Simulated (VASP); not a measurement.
Hg, 12 atoms in the cell. The structure is trigonal, space group R-3m (No. 166). The conventional cell has a = 8.917 Å, b = 8.917 Å, c = 22.957 Å, α = 90.00°, β = 90.00°, γ = 120.00°. Within 4.2 Å of Hg (site symmetry m) lie 6 Hg at 3.17 to 3.44 Å. Hg (site symmetry m) has 7 Hg at 3.23 to 3.57 Å within 4.2 Å. 

- Program: VASP 6.6.1
- Task: single point
- Functional: PBE
- Potentials or basis: VASP PAW PBE potentials, release 64 (Hg)
- Cutoff: 520 eV
- k mesh: 3 × 3 × 3
- Occupations: gaussian, width 0.1 eV
- Spin: no spin polarisation
- Dipole correction: no
- Further INCAR settings: ALGO = Fast; EDIFF = 1e-07; NBANDS = 84

Potentials or basis: VASP PAW PBE potentials, release 64 (Hg).

Command:

```console
$ cat potpaw_PBE.64/Hg/POTCAR > POTCAR
$ mpirun -np 1 vasp_std > vasp.out
```

Hardware: 1 thread of Intel(R) Xeon(R) 6975P-C (Granite Rapids), with other jobs on the host.

Q: Estimate the wall time of this run.

A: It took 3.8 min on 1 thread of Intel(R) Xeon(R) 6975P-C (Granite Rapids) (shared host), peak memory 0.73 GiB. Counts: scf iterations 15, k points 6.
